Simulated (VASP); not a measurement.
Set up this calculation in VASP 6.6.1, as the native input.

| Property | Result |
| --- | --- |
| Task | single point |
| Functional | r2SCAN |
| Potentials or basis | VASP PAW PBE potentials, release 64 (Zn, Au) |
| Cutoff | 520 eV |
| k mesh | 11 × 11 × 11 |
| Occupations | fermi-dirac, width 0.1 eV |
| Spin | no spin polarisation |
| Dipole correction | no |
| Further INCAR settings | ALGO = Normal; EDIFF = 1e-07; NBANDS = 18 |

ZnAu:

```
Zn Au
1.0
     3.20973    0.00000    0.00000
     0.00000    3.20973    0.00000
     0.00000    0.00000    3.20973
Zn Au
1 1
Direct
  0.50000 0.50000 0.50000
  0.00000 0.00000 0.00000
```

One way to write it, as run:

POSCAR

```
ZnAu
1.0
    3.2097338100      0.0000000000      0.0000000000
    0.0000000000      3.2097338100      0.0000000000
    0.0000000000      0.0000000000      3.2097338100
Zn Au
1 1
Direct
    0.5000000000      0.5000000000      0.5000000000
    0.0000000000      0.0000000000      0.0000000000
```

INCAR.step1

```
PREC = Accurate
ENCUT = 520
ISMEAR = -1
SIGMA = 0.1
LREAL = F
LASPH = T
NELM = 80
NBANDS = 18
GGA = PE
ALGO = Normal
EDIFF = 1E-4
LWAVE = T
LCHARG = F
```

INCAR.step2

```
PREC = Accurate
ENCUT = 520
EDIFF = 1E-7
ISMEAR = -1
SIGMA = 0.1
LREAL = F
LASPH = T
NELM = 80
ALGO = Normal
ISIF = 2
LWAVE = F
LCHARG = T
METAGGA = R2SCAN
LMIXTAU = T
LELF = T
LVHAR = T
NBANDS = 18
ISTART = 1
```

KPOINTS

```
Automatic mesh
0
Gamma
  11 11 11
```

Potentials or basis: VASP PAW PBE potentials, release 64 (Zn, Au).

Launch:

```console
$ cat potpaw_PBE.64/Zn/POTCAR potpaw_PBE.64/Au/POTCAR > POTCAR
$ cp INCAR.step1 INCAR
$ mpirun -np 1 vasp_std > vasp.out
$ cp INCAR.step2 INCAR
$ mpirun -np 1 vasp_std > vasp.out
```

Results of the run:

```
Pressure               : -6.4 GPa
Band gap on the k mesh : zero (an odd number of electrons rules out a gap without spin polarisation)
```

Caveat: the cell stands under tension; the PAW data sets were made with another functional, which shifts forces and pressure a little; spin-orbit coupling is left out, which moves the levels of the heavy elements.

It took 79 s on 1 thread of Intel Xeon 8259CL (shared host), peak memory 0.17 GiB.
